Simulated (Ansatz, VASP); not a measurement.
**BaTiO3: VASP beside Ansatz**

The input POSCAR:

```
BaTiO3
1.0
   -3.9688181300     -3.9688181300      0.0000000000
   -3.9688181300      3.9688181300      0.0000000000
    0.0000000000      0.0000000000     -4.0021277700
Ti O Ba
2 6 2
Direct
    0.0000000000      0.5000000000      0.4900000000
    0.5000000000      0.0000000000      0.4900000000
    0.7500000000      0.7500000000      0.5210000000
    0.2500000000      0.2500000000      0.5210000000
    0.7500000000      0.2500000000      0.5210000000
    0.2500000000      0.7500000000      0.5210000000
    0.0000000000      0.5000000000      0.0220000000
    0.5000000000      0.0000000000      0.0220000000
    0.0000000000      0.0000000000      0.0000000000
    0.5000000000      0.5000000000      0.0000000000
```

Contents of INCAR.step1:

```
SYSTEM = BaTiO3
  PREC = Accurate
  ENCUT = 910
  ISMEAR = 0
  SIGMA = 0.1698
  LREAL = .FALSE.
  LASPH = .TRUE.
  NELM = 200
  ISPIN = 2
  MAGMOM = 0 0 0 0 0 0 0 0 0 0
  LMAXMIX = 4
  NBANDS = 55
  GGA = PE
  ALGO = Normal
  EDIFF = 1E-5
  LWAVE = .TRUE.
  LCHARG = .FALSE.
  GGA_COMPAT = .FALSE.
```

The input INCAR.step2:

```
SYSTEM = BaTiO3
  PREC = Accurate
  ENCUT = 910
  EDIFF = 1E-6
  ISMEAR = 0
  SIGMA = 0.1698
  LREAL = .FALSE.
  LASPH = .TRUE.
  NELM = 200
  ALGO = Normal
  ISIF = 2
  LWAVE = .FALSE.
  LCHARG = .FALSE.
  ISPIN = 2
  MAGMOM = 0 0 0 0 0 0 0 0 0 0
  LORBIT = 11
  LMAXMIX = 4
  METAGGA = R2SCAN
  LMIXTAU = .TRUE.
  NBANDS = 55
  ISTART = 1
  GGA_COMPAT = .FALSE.
```

File KPOINTS:

```
Automatic mesh
0
G
  3 3 5
  0 0 0
```

Input for Ansatz:

```yaml
crystal:
  lattice:
    - [3.96881813, 3.96881813, 0.0]
    - [3.96881813, -3.96881813, 0.0]
    - [0.0, 0.0, 4.00212777]
  atoms:
    - { symbol: Ti, position: [0.0, 0.5, 0.51] }
    - { symbol: Ti, position: [0.5, 0.0, 0.51] }
    - { symbol: O, position: [0.25, 0.25, 0.479] }
    - { symbol: O, position: [0.75, 0.75, 0.479] }
    - { symbol: O, position: [0.25, 0.75, 0.479] }
    - { symbol: O, position: [0.75, 0.25, 0.479] }
    - { symbol: O, position: [0.0, 0.5, 0.978] }
    - { symbol: O, position: [0.5, 0.0, 0.978] }
    - { symbol: Ba, position: [0.0, 0.0, 0.0] }
    - { symbol: Ba, position: [0.5, 0.5, 0.0] }
kpoints:
  mp_grid: { grid: [3, 3, 5], shift: [0.0, 0.0, 0.0] }
  band_path:
    path:
      - [0.0, 0.0, 0.0]
      - [0.5, -0.5, 0.0]
      - [1.0, 0.0, 0.0]
      - [0.0, 0.0, 0.0]
      - [0.0, 0.0, 0.5]
      - [0.5, -0.5, 0.5]
      - [1.0, 0.0, 0.5]
      - [0.0, 0.0, 0.5]
    npoints: 7
magnetization:
  spin_polarized: true
scf:
  occupations: { method: gaussian, width: 0.1698 }
  lower_state_search: "off"
  max_iter: 200
hamiltonian:
  pseudopotentials: { kind: paw }
  xc: r2scan
basis:
  ecutwfc: 500
  fft_grid_basis: typed
output:
  forces: true
  stress: true
  eigenvalues: true
  bader: true
  populations: true
  elf: true
  write_potential: true
  volumetric_format: npy
  dos:
    e_range: [-12, 8]
    de: 0.05
    projected: { site_lists: { Ba: [Ba], O: [O], Ti: [Ti] } }
checkpoint:
  read: saved_state
```

Alike in both runs: task single point; functional r2SCAN; k mesh 3 × 3 × 5; occupations gaussian, width 0.1698 eV; collinear spin.

|  | VASP | Ansatz |
| --- | --- | --- |
| version | VASP 6.6.1 | Ansatz 0.2.0 |
| potentials or method | VASP PAW PBE potentials, release 64 (Ti_sv, O_h, Ba_sv), cutoff 910 eV | PAW plane waves |
| valence electrons in the cell | 80 | 80 |

```tsv
	VASP	Ansatz	Ansatz less VASP
gap on the k mesh at the Fermi level (eV)	2.23	2.24	+0.012
rms of the force components (eV/Å)	0.107	0.113	+0.0059
```

VASP's potentials were made for PBE, not for r2SCAN. Ansatz's warnings: no starting moments.

Neither program's run includes spin-orbit coupling. Noted on VASP's run: the cutoff is under 1.25 times that of the potentials, so the pressure is a little rough.
